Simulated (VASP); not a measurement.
# BiAs (wurtzite type) (P6_3mc) in VASP: electric field gradients with PBEsol

Aim: the electric field gradients of BiAs (wurtzite type) with PBEsol.

All numbers are computed with VASP 6.6.1; they aren't measurements. Logs are shortened: lines on timing, memory, paths and dates and some standing lists are left out, and cuts for length are marked.

**1. The cell of the first run**

The structure is hexagonal, space group P6_3mc (No. 186). The conventional cell has a = 5.034 Å, b = 5.034 Å, c = 6.496 Å, α = 90.00°, β = 90.00°, γ = 120.00°. As (site symmetry 3m) has 5 Bi at 2.80 to 3.70 Å within 3.7 Å. Within 3.7 Å of Bi (site symmetry 3m) lie 5 As at 2.80 to 3.70 Å.

**2. Electric field gradients, PBEsol**

File INCAR:

```
SYSTEM = BiAs
ALGO     = Normal         ! electronic algorithm
EDIFF    = 1E-8           ! SCF threshold, eV
ENCUT    = 520            ! plane-wave cutoff, eV
GGA      = PS             ! functional
ISIF     = 2              ! what is computed and relaxed
ISMEAR   = -1             ! smearing method
LASPH    = .True.         ! aspherical terms in the spheres
LCHARG   = .False.        ! write CHGCAR
LEFG     = .True.       
LREAL    = .False.        ! projectors in reciprocal space
LWAVE    = .False.        ! write WAVECAR
NBANDS   = 28             ! bands
NELM     = 100            ! most SCF steps
PREC     = Accurate       ! precision mode
SIGMA    = 0.08           ! smearing width, eV
```

File KPOINTS:

```
k-points
0
Gamma
  10 10 6
  0 0 0
```

File POSCAR:

```
BiAs
1.0
    5.0342678860      0.0000000000      0.0000000000
   -2.5171339430      4.3598038787      0.0000000000
    0.0000000000      0.0000000000      6.4956657088
As Bi
2 2
Direct
    0.3333333333      0.6666666667     -0.0274116519
    0.6666666667      0.3333333333      0.4725883481
    0.3333333333      0.6666666667      0.4034116519
    0.6666666667      0.3333333333      0.9034116519
```

Potentials or basis: VASP PAW PBE potentials, release 64 (As, Bi_d).

Started as:

```sh
$ cat potpaw_PBE.64/As/POTCAR potpaw_PBE.64/Bi_d/POTCAR > POTCAR
$ mpirun -np 1 vasp_std > vasp.out
```

OUTCAR:

```text
SYSTEM = BiAs
   EDIFF = 1E-8
   ENCUT = 520
   GGA = PS
   ISIF = 2
   ISMEAR = -1
   LASPH = .True.
   LREAL = .False.
   NELM = 100
   PREC = Accurate

 ion  position               nearest neighbor table
   1  0.333  0.667  0.973-   3 2.80   4 2.94   4 2.94   4 2.94
   2  0.667  0.333  0.473-   4 2.80   3 2.94   3 2.94   3 2.94
   3  0.333  0.667  0.403-   1 2.80   2 2.94   2 2.94   2 2.94
   4  0.667  0.333  0.903-   2 2.80   1 2.94   1 2.94   1 2.94

  LATTYP: Found a hexagonal cell.
 ALAT       =     5.0342678860
 C/A-ratio  =     1.2902900394

  Lattice vectors:

 A1 = (   5.0342678860,   0.0000000000,   0.0000000000)
 A2 = (  -2.5171339430,   4.3598038787,   0.0000000000)
 A3 = (   0.0000000000,   0.0000000000,   6.4956657088)

Analysis of symmetry for initial positions (statically):
=====================================================================
 Subroutine PRICEL returns:
 Original cell was already a primitive cell.

 Routine SETGRP: Setting up the symmetry group for a
 hexagonal supercell.

 Subroutine GETGRP returns: Found 12 space group operations
 (whereof  6 operations were pure point group operations)
 out of a pool of 24 trial point group operations.

The static configuration has the point symmetry C_3v.
 The point group associated with its full space group is C_6v.

Analysis of symmetry for dynamics (positions and initial velocities):
=====================================================================
 Subroutine PRICEL returns:
 Original cell was already a primitive cell.

 Routine SETGRP: Setting up the symmetry group for a
 hexagonal supercell.

 Subroutine GETGRP returns: Found 12 space group operations
 (whereof  6 operations were pure point group operations)
 out of a pool of 24 trial point group operations.

The dynamic configuration has the point symmetry C_3v.
 The point group associated with its full space group is C_6v.

 Subroutine INISYM returns: Found 12 space group operations
 (whereof  6 operations are pure point group operations),
 and found     1 'primitive' translations

----------------------------------------------------------------------------------------

                                     Primitive cell

  volume of cell :     142.5696

[... 138 lines left out ...]
  energy without entropy =      -18.23084538  energy(sigma->0) =      -18.23800329

 E-fermi :   4.0655     XC(G=0):  -8.6296

 val. band max:        4.0185706074   @ k =   0.3000   0.3000   0.0000
 cond. band min:       4.1719474634   @ k =   0.1000   0.1000   0.0000
 fundamental gap:      0.1533768560
 Fermi energy:         4.0655421388

 k-point     1 :       0.0000    0.0000    0.0000
  band No.  band energies     occupation
      1     -19.1660      2.00000
      2     -19.1509      2.00000
      3     -19.1504      2.00000
      4     -19.1504      2.00000
      5     -19.1490      2.00000
      6     -19.1490      2.00000
[... 733 lines left out ...]
     27       8.7173      0.00000
     28       9.2954      0.00000

 [... further k-points ...]

------------------------ aborting loop because EDIFF is reached ----------------------------------------

  FORCE on cell =-STRESS in cart. coord.  units (eV):
  Direction    XX          YY          ZZ          XY          YZ          ZX
  --------------------------------------------------------------------------------------
  -------------------------------------------------------------------------------------
  Total       -1.7050206     -1.7050206     -1.7955115      0.0000000      0.0000000      0.0000000
  in kB      -19.1607843    -19.1607843    -20.1777078      0.0000000      0.0000000      0.0000000
  external PRESSURE =     -19.4997588 kB  Pullay stress =       0.0000000 kB

 VOLUME and BASIS-vectors are now :
 -----------------------------------------------------------------------------
  energy-cutoff  :      520.00
  volume of cell :      142.57
      direct lattice vectors                 reciprocal lattice vectors
     5.034267886  0.000000000  0.000000000     0.198638615  0.114684058  0.000000000
    -2.517133943  4.359803879  0.000000000     0.000000000  0.229368116  0.000000000
     0.000000000  0.000000000  6.495665709     0.000000000  0.000000000  0.153948809

 POSITION                                       TOTAL-FORCE (eV/Angst)
 -----------------------------------------------------------------------------------
     -0.00000      2.90654      6.31761         0.000000     -0.000000      0.039402
      2.51713      1.45327      3.06978         0.000000      0.000000      0.039402
     -0.00000      2.90654      2.62043        -0.000000      0.000000     -0.039402
      2.51713      1.45327      5.86826         0.000000      0.000000     -0.039402
 -----------------------------------------------------------------------------------
    total drift:                               -0.000000      0.000000     -0.000176

  FREE ENERGIE OF THE ION-ELECTRON SYSTEM (eV)
  ---------------------------------------------------
  free  energy   TOTEN  =       -18.2451612031 eV

  energy  without entropy=      -18.2308453821  energy(sigma->0) =      -18.23800329

 Electric field gradients (V/A^2)
---------------------------------------------------------------------
 ion       V_xx      V_yy      V_zz      V_xy      V_xz      V_yz
---------------------------------------------------------------------
   1      -5.895    -5.895    11.791     0.000    -0.000     0.000
   2      -5.895    -5.895    11.791     0.000     0.000    -0.000
   3      20.843    20.842   -41.685    -0.001    -0.000     0.000
   4      20.843    20.842   -41.685    -0.001     0.000    -0.000
---------------------------------------------------------------------

 Electric field gradients after diagonalization (V/A^2)
 (convention: |V_zz| > |V_xx| > |V_yy|)
----------------------------------------------------------------------
 ion       V_xx      V_yy      V_zz     asymmetry (V_yy - V_xx)/ V_zz
----------------------------------------------------------------------
   1      -5.895    -5.895    11.791       0.000
   2      -5.895    -5.895    11.791       0.000
   3      20.844    20.841   -41.685       0.000
   4      20.844    20.841   -41.685       0.000
----------------------------------------------------------------------

           NMR quadrupolar parameters

 Cq : quadrupolar parameter    Cq=e*Q*V_zz/h
 eta: asymmetry parameters     (V_yy - V_xx)/ V_zz
 Q  : nuclear electric quadrupole moment in mb (millibarn)
----------------------------------------------------------------------
 ion       Cq(MHz)       eta       Q (mb)
----------------------------------------------------------------------
   1       0.029       0.000       1.000
   2       0.029       0.000       1.000
   3      -0.101       0.000       1.000
   4      -0.101       0.000       1.000
----------------------------------------------------------------------
```

OSZICAR:

```text
N       E                     dE             d eps       ncg     rms          rms(c)
DAV:   1     0.371447657178E+03    0.37145E+03   -0.19342E+04  3144   0.143E+03
DAV:   2     0.210345929617E+02   -0.35041E+03   -0.34270E+03  3232   0.374E+02
DAV:   3    -0.170800545001E+02   -0.38115E+02   -0.37430E+02  3984   0.140E+02
[... 12 lines left out ...]
DAV:  16    -0.182451613005E+02   -0.20229E-07   -0.91556E-08  3048   0.169E-03    0.808E-04
DAV:  17    -0.182451612508E+02    0.49624E-07   -0.41053E-08  2908   0.115E-03    0.424E-04
DAV:  18    -0.182451612349E+02    0.15955E-07   -0.71271E-09  1744   0.489E-04    0.298E-04
DAV:  19    -0.182451612032E+02    0.31722E-07   -0.13266E-08  1740   0.665E-04    0.456E-05
DAV:  20    -0.182451612031E+02    0.73669E-10   -0.21757E-09  1736   0.310E-04
   1 F= -.18245161E+02 E0= -.18238003E+02  d E =-.143158E-01
```

Run time: 4.1 min. Hardware: 1 thread of Intel Xeon Platinum 8375C at 2.90GHz (Ice Lake), shared host; peak memory 0.38 GiB.

Results:

```
Free energy                             : -18.2452 eV
Pressure                                : -1.9 GPa
Largest force                           : 0.039 eV/Å
Band gap on the k mesh                  : 0.15 eV (least direct gap 0.88 eV)
Largest electric field gradient by atom : As +11.8; Bi -41.7 V/Å²
```

Forces on the atoms (eV/Å):
```
As   0.000  0.000  0.039
As   0.000  0.000  0.039
Bi   0.000  0.000 -0.039
Bi   0.000  0.000 -0.039
```

Stress tensor (GPa, compression positive):
```
-1.92  0.00  0.00
 0.00 -1.92  0.00
 0.00  0.00 -2.02
```

Levels at points of the mesh, in eV from the valence-band top:
```
           k point  band 18  band 19  band 20  band 21  band 22  band 23
(0.00, 0.00, 0.00)    -1.85    -1.85    -1.78     0.17     0.17     2.16
(0.50, 0.00, 0.00)    -2.55    -2.33    -0.94     1.71     2.13     3.02
(0.00, 0.00, 0.50)    -2.78    -2.29    -2.29     1.03     1.03     1.03
(0.50, 0.00, 0.50)    -2.56    -1.50    -1.50     0.41     0.41     2.74
```

Electric field gradients, principal values (V/Å²):
```csv
atom,least,middle,greatest (by size)
1 As,-5.895,-5.895,11.791
2 As,-5.895,-5.895,11.791
3 Bi,20.841,20.844,-41.685
4 Bi,20.841,20.844,-41.685
```

Caveat: without QUAD_EFG the Cq values of the log hold for a quadrupole moment of 1 mb, not for the nuclei; the PAW data sets were made with another functional, which shifts forces and pressure a little; spin-orbit coupling is left out, which moves the levels of the heavy elements. A k mesh can miss the band edges.
